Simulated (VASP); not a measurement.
Set up this calculation in VASP 6.6.1, as the native input.

```yaml
Task: single point
Functional: PBEsol
Potentials_or_basis: VASP PAW PBE potentials, release 64 (Ir)
Cutoff: 520 eV
k_mesh: 11 × 11 × 6
Occupations: fermi-dirac, width 0.05 eV
Spin: no spin polarisation
Dipole_correction: no
Further_INCAR_settings: ALGO = Fast; EDIFF = 1e-07; NBANDS = 16
```

The structure of Ir lies in POSCAR:

```
Ir
1.0
    2.7695994713      0.0000000000      0.0000000000
   -1.3847997356      2.3985435004      0.0000000000
    0.0000000000      0.0000000000      4.4918424506
Ir
2
Direct
    0.3333333333      0.6666666667      0.2500000000
    0.6666666667      0.3333333333      0.7500000000
```

These files were run (other wordings do the same):

INCAR

```
PREC = Accurate ; ENCUT = 520
EDIFF = 1E-7 ; ISMEAR = -1
SIGMA = 0.05 ; LREAL = False
LASPH = True ; NELM = 80
ALGO = Fast ; ISIF = 2
LWAVE = False ; LCHARG = False
GGA = PS ; NBANDS = 16
```

KPOINTS

```
regular mesh
0
Gamma
  11 11 6
```

Potentials or basis: VASP PAW PBE potentials, release 64 (Ir).

Run with:

```console
$ cat potpaw_PBE.64/Ir/POTCAR > POTCAR
$ mpirun -np 1 vasp_std > vasp.out
```

It gave:

* Pressure: -17.7 GPa
* Band gap on the k mesh: zero (band 9 reaches 10.33 eV, above the bottom of band 10 at 7.34 eV)

Caveat: the PAW data sets were made with another functional, which shifts forces and pressure a little; spin-orbit coupling is left out, which moves the levels of the heavy elements.

It took 20 s on 1 thread of Intel(R) Xeon(R) 6975P-C (Granite Rapids), with other jobs on the host, peak memory 0.16 GiB.
